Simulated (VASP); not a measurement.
Wanted: the native input for a VASP 6.6.1 run.

| Property | Result |
| --- | --- |
| Task | single point |
| Functional | PBE |
| Potentials or basis | VASP PAW PBE potentials, release 64 (Ba_sv, Ti_sv, O) |
| Cutoff | 520 eV |
| k mesh | 8 × 8 × 8 |
| Occupations | fermi-dirac, width 0.02 eV |
| Spin | no spin polarisation |
| Dipole correction | no |
| Further INCAR settings | ALGO = Normal; EDIFF = 1e-07; NBANDS = 28 |

The structure of BaTiO3 lies in POSCAR:

```
BaTiO3
1.0
    2.8276671207      1.6325543733      2.3872639731
   -2.8276671207      1.6325543733      2.3872639731
    0.0000000000     -3.2651087466      2.3872639731
Ba Ti O
1 1 3
Direct
   -0.0051429478     -0.0051429478     -0.0051429478
    0.4810913353      0.4810913353      0.4810913353
    0.5124170819      0.5124170819      0.0205174487
    0.0205174487      0.5124170819      0.5124170819
    0.5124170819      0.0205174487      0.5124170819
```

This cell differs from its parent crystal: z stretched by +3 %, then relaxed in part.

These files were run (other wordings do the same):

INCAR

```
SYSTEM = BaTiO3
ALGO = Normal ; EDIFF = 1E-7
ENCUT = 520 ; GGA = PE
ISIF = 2 ; ISMEAR = -1
LASPH = .TRUE. ; LCHARG = .TRUE.
LELF = .TRUE. ; LREAL = .FALSE.
LVHAR = .TRUE. ; LWAVE = .FALSE.
NBANDS = 28 ; NELM = 100
PREC = Accurate ; SIGMA = 0.02
```

KPOINTS

```
k-points
0
G
  8 8 8
  0 0 0
```

Potentials or basis: VASP PAW PBE potentials, release 64 (Ba_sv, Ti_sv, O).

Command:

```sh
$ cat potpaw_PBE.64/Ba_sv/POTCAR potpaw_PBE.64/Ti_sv/POTCAR potpaw_PBE.64/O/POTCAR > POTCAR
$ mpirun -np 1 vasp_std > vasp.out
```

It gave:

```
Pressure               : 3.3 GPa
Largest force          : 0.091 eV/Å
Band gap on the k mesh : 2.58 eV (least direct gap 3.03 eV)
```

Caveat: the cell differs from its parent crystal (z stretched by +3 %, then relaxed in part); the cell stands under pressure; spin-orbit coupling is left out, which moves the levels of the heavy elements.

Wall time 3.3 min on 1 thread of Intel Xeon 8259CL (shared host), peak memory 0.26 GiB.
